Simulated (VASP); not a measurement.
Write the native input for VASP 6.6.1 that does the following.

| Property | Result |
| --- | --- |
| Task | single point |
| Functional | PBE |
| Potentials or basis | VASP PAW PBE potentials, release 64 (Ba_sv) |
| Cutoff | 520 eV |
| k mesh | 9 × 9 × 9 |
| Occupations | methfessel-paxton, width 0.3 eV |
| Spin | no spin polarisation |
| Dipole correction | no |
| Further INCAR settings | ALGO = Normal; EDIFF = 1e-06; NBANDS = 11 |

The structure of Ba lies in POSCAR:

```
Ba
1.0
   -2.5124914082      2.5124914082      2.5124914082
    2.5124914082     -2.5124914082      2.5124914082
    2.5124914082      2.5124914082     -2.5124914082
Ba
1
Direct
    0.0000000000      0.0000000000      0.0000000000
```

The input as run:

INCAR

```
ALGO = Normal
EDIFF = 1E-6
ENCUT = 520
GGA = PE
ISIF = 2
ISMEAR = 1
LASPH = T
LCHARG = F
LREAL = F
LWAVE = F
NBANDS = 11
NELM = 60
PREC = Accurate
SIGMA = 0.3
```

KPOINTS

```
k-points
0
Gamma
  9 9 9
```

Potentials or basis: VASP PAW PBE potentials, release 64 (Ba_sv).

The run is started by

```console
$ cat potpaw_PBE.64/Ba_sv/POTCAR > POTCAR
$ mpirun -np 1 vasp_std > vasp.out
```

It gave:

```yaml
Pressure: 0.0 GPa
Band_gap_on_the_k_mesh: zero (bands 5 and 6 overlap by 0.91 eV)
```

Caveat: so wide a smearing shifts energies and pressures; spin-orbit coupling is left out, which moves the levels of the heavy elements.

Run time: 20 s on 1 thread of AMD EPYC 7R13, with other jobs on the host, peak memory 0.15 GiB.
